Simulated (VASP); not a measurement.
H, 4 atoms in the cell. The structure is orthorhombic, space group Cmce (No. 64). The conventional cell has a = 5.282 Å, b = 5.168 Å, c = 4.169 Å, α = 90.00°, β = 90.00°, γ = 90.00°. Within 1.0 Å of H (site symmetry m) lie 1 H at 0.75 Å. 

```yaml
Program: VASP 6.6.1
Task: single point
Functional: PBE
Potentials_or_basis: VASP PAW PBE potentials, release 64 (H)
Cutoff: 500 eV
k_mesh: 5 × 5 × 4
Occupations: gaussian, width 0.01 eV
Spin: no spin polarisation
Dipole_correction: no
Further_INCAR_settings: ALGO = Normal; EDIFF = 1e-06; NBANDS = 10
```

Potentials or basis: VASP PAW PBE potentials, release 64 (H).

Command:

```sh
$ cat potpaw_PBE.64/H/POTCAR > POTCAR
$ mpirun -np 1 vasp_std > vasp.out
```

Hardware: 1 thread of Intel(R) Xeon(R) Platinum 8488C (Sapphire Rapids), with other jobs on the host.

**Question.** How long does it take, and how much memory?

**Answer.** Wall time 12 s on 1 thread of Intel(R) Xeon(R) Platinum 8488C (Sapphire Rapids), on a shared host, peak memory 0.14 GiB. Counts: scf iterations 12, k points 27.
